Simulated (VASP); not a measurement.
BiTe:

```
CELL_PARAMETERS angstrom
2.42271 1.39875 3.31729
-2.42271 1.39875 3.31729
0.00000 -2.79750 3.31729
ATOMIC_POSITIONS crystal
Bi 0.50000 0.50000 0.50000
Te 0.00000 0.00000 0.00000
```

```yaml
Program: VASP 6.6.1
Task: relaxation of cell and atoms
Functional: PBE
Dispersion: D3(BJ)
Potentials_or_basis: VASP PAW PBE potentials, release 64 (Bi_d, Te)
Cutoff: 600 eV
k_mesh: 7 × 7 × 7
Occupations: fermi-dirac, width 0.05 eV
Spin: no spin polarisation
```

At the start: pressure -2.1 GPa; volume 33.72 Å³/atom.

Problem. How do energy, volume and symmetry change on relaxing?

Solution. Over 7 steps the energy falls by 11.9 meV/atom and the volume is 32.01 Å³/atom (-5.1 %); space group R-3m (No. 166, to 0.05 Å).

The path:
| step | energy change (eV) | largest force (eV/Å) | pressure (GPa) | volume (Å³) |
| --- | --- | --- | --- | --- |
| 1 | 0.0000 | 0.0000 | -2.09 | 67.45 |
| 2 | -0.0140 | 0.0000 | 1.24 | 63.24 |
| 3 | -0.0192 | 0.0000 | 0.01 | 64.63 |
| 4 | -0.0204 | 0.0000 | 0.01 | 64.54 |
| 5 | -0.0230 | 0.0000 | 0.00 | 64.26 |
| 6 | -0.0226 | 0.0000 | -0.05 | 63.65 |
| 7 | -0.0238 | 0.0000 | -0.02 | 64.01 |

Final structure:
```xyz
2
Lattice="2.4173 1.3956 3.1624 -2.4173 1.3956 3.1624 0.0000 -2.7913 3.1624" Properties=species:S:1:pos:R:3 pbc="T T T"
Bi    0.0000    0.0000    4.7436
Te    0.0000    0.0000    0.0000
```

Caveat: pairwise dispersion overbinds metals, which lowers pressure and volume.
